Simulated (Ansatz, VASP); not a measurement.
# One calculation of SnO, two programs

The input INCAR:

```
SYSTEM = SnO
PREC = Accurate ; ENCUT = 910
EDIFF = 1E-6 ; ISMEAR = 0
SIGMA = 0.15 ; LREAL = .FALSE.
LASPH = .TRUE. ; NELM = 120
ALGO = Normal ; ISIF = 2
LWAVE = .FALSE. ; LCHARG = .FALSE.
NBANDS = 28 ; GGA_COMPAT = .FALSE.
```

KPOINTS

```
Automatic mesh
0
G
  10 10 8
  0 0 0
```

POSCAR

```
SnO
1.0
    3.7657594054      0.0000000000      0.0000000000
    0.0000000000      3.7657594054      0.0000000000
    0.0000000000      0.0000000000      4.6562290729
Sn O
2 2
Direct
    0.0000000000      0.5000000000      0.2455950842
    0.5000000000      0.0000000000      0.7544049158
    0.0000000000      0.0000000000      0.0000000000
    0.5000000000      0.5000000000      0.0000000000
```

Input for Ansatz:

```yaml
crystal:
  lattice:
    - [3.7657594054, 0.0, 0.0]
    - [0.0, 3.7657594054, 0.0]
    - [0.0, 0.0, 4.6562290729]
  atoms:
    - { symbol: Sn, position: [0.0, 0.5, 0.2455950842] }
    - { symbol: Sn, position: [0.5, 0.0, 0.7544049158] }
    - { symbol: O, position: [0.0, 0.0, 0.0] }
    - { symbol: O, position: [0.5, 0.5, 0.0] }
basis:
  ecutwfc: 520.0
kpoints:
  mp_grid: { grid: [10, 10, 8] }
hamiltonian:
  xc: lda
  pseudopotentials: { kind: paw, azcp: { folder: soft_1 } }
scf:
  occupations: { method: gaussian, width: 0.15 }
output:
  forces: true
  stress: true
  eigenvalues: true
  write_density: true
  write_potential: true
  elf: true
  volumetric_format: npy
```

Alike in both runs: task single point; functional LDA; k mesh 10 × 10 × 8; occupations gaussian, width 0.15 eV; no spin polarisation.

|  | VASP | Ansatz |
| --- | --- | --- |
| version | VASP 6.6.1 | Ansatz 0.2.0 |
| potentials or method | VASP PAW LDA potentials, release 64 (Sn_d, O_h), cutoff 910 eV | scalar-relativistic, plane waves, PAW |
| valence electrons in the cell | 40 | 40 |

VASP gave:

| Quantity | Value |
| --- | --- |
| gap on the k mesh at the Fermi level (eV) | none |
| rms of the force components (eV/Å) | 0.056 |

Task: Which values does Ansatz return?

Result: gap on the k mesh at the Fermi level (eV): none; rms of the force components (eV/Å): 0.002.

Ansatz warns that its potentials were made for another functional, while VASP's fit it. LDA's correlation is that of Perdew and Zunger in VASP and of Perdew and Wang (1992) in Ansatz. Atom by atom the forces differ by 0.054 eV/Å (rms over components). A gap of «none» marks a metal or a gap that the smearing closes.

Noted on VASP's run: the cutoff is short for stress, so the pressure is rough.
